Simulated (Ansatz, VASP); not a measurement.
## MoS2 in VASP and in Ansatz

```
Mo S
1.0
     3.22747    0.00000    0.00000
    -1.61373    2.79507    0.00000
     0.00000    0.00000    6.31247
Mo S
1 2
Direct
  0.00000 0.00000 0.50000
  0.33333 0.66667 0.25532
  0.66667 0.33333 0.74468
```

Alike in both runs: task single point; functional r2SCAN; k mesh 11 × 11 × 5; no spin polarisation.

|  | VASP | Ansatz |
| --- | --- | --- |
| version | VASP 6.6.1 | Ansatz 0.2.0 |
| potentials or method | VASP PAW PBE potentials, release 64 (Mo_sv, S), cutoff 520 eV | plane waves, PAW |
| occupations | methfessel-paxton of order 1, width 0.25 eV | cold, width 0.25 eV |
| valence electrons in the cell | 26 | 26 |

|  | VASP | Ansatz | Ansatz less VASP |
| --- | --- | --- | --- |
| pressure (GPa) | 0.1 | 0.1 | -0.03 |
| traceless stress, the component that is largest in VASP (GPa) | 0.08 | 0.26 | +0.175 |
| rms of the force components (eV/Å) | 0.024 | 0.026 | +0.0015 |

VASP's potentials were made for PBE, not for r2SCAN. Atom by atom the forces differ by 0.002 eV/Å (rms over components).
